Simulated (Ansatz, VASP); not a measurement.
# Two plane-wave programs on InP

The input INCAR:

```
SYSTEM = InP
PREC     = Accurate       ! precision mode
ENCUT    = 600            ! plane-wave cutoff, eV
EDIFF    = 1E-6           ! SCF threshold, eV
ISMEAR   = -1             ! smearing method
SIGMA    = 0.15           ! smearing width, eV
LREAL    = .FALSE.        ! projectors in reciprocal space
LASPH    = .TRUE.         ! aspherical terms in the spheres
NELM     = 80             ! most SCF steps
ALGO     = Normal         ! electronic algorithm
ISIF     = 3              ! what is computed and relaxed
LWAVE    = .FALSE.        ! write WAVECAR
LCHARG   = .FALSE.        ! write CHGCAR
GGA      = PS             ! functional
IBRION   = 2              ! ionic algorithm
NSW      = 80             ! ionic steps
EDIFFG   = -0.001         ! ionic threshold
```

KPOINTS

```
regular mesh
0
G
  14 14 14
  0 0 0
```

The input POSCAR:

```
InP
1.0
    0.0000000000      2.7295669614      2.7295669614
    2.7295669614      0.0000000000      2.7295669614
    2.7295669614      2.7295669614      0.0000000000
In P
1 1
Direct
    0.0000000000      0.0000000000      0.0000000000
    0.5000000000      0.5000000000      0.5000000000
```

Input for Ansatz:

```yaml
crystal:
  lattice:
    - [0.0, 2.7295669611, 2.7295669611]
    - [2.7295669611, 0.0, 2.7295669611]
    - [2.7295669611, 2.7295669611, 0.0]
  atoms:
    - { symbol: In, position: [0.0, 0.0, 0.0] }
    - { symbol: P, position: [0.5, 0.5, 0.5] }
basis:
  ecutwfc: 420
kpoints:
  mp_grid: { grid: [14, 14, 14] }
hamiltonian:
  xc: pbesol
scf:
  occupations: { method: fermi_dirac, width: 0.15 }
output:
  forces: true
  stress: true
  eigenvalues: true
relax:
  adjacent_minimum: "off"
  f_tol: 0.001
  max_steps: 60
  cell: { stress_tol: 0.01 }
```

Alike in both runs: task relaxation of cell and atoms; functional PBEsol; k mesh 14 × 14 × 14; occupations fermi-dirac, width 0.15 eV; no spin polarisation.

```csv
,VASP,Ansatz
version,VASP 6.6.1,Ansatz 0.2.0
potentials or method,"VASP PAW PBE potentials, release 64 (In_d, P), cutoff 600 eV","scalar-relativistic, plane waves, PAW"
valence electrons in the cell,18,18
```

Ansatz gave:

| Property | Result |
| --- | --- |
| gap on the k mesh at the Fermi level, each at its own relaxed structure (eV) | none |
| relaxed volume (Å³/atom) | 20.37 |
| relaxed cell length with the largest relative difference (Å) | 3.862 |

Question: What did VASP give for the same quantities?

Answer: gap on the k mesh at the Fermi level, each at its own relaxed structure (eV): none; relaxed volume (Å³/atom): 20.39; relaxed cell length with the largest relative difference (Å): 3.864.

VASP's potentials were made for PBE, not for PBEsol. A gap of «none» marks a metal or a gap that the smearing closes.
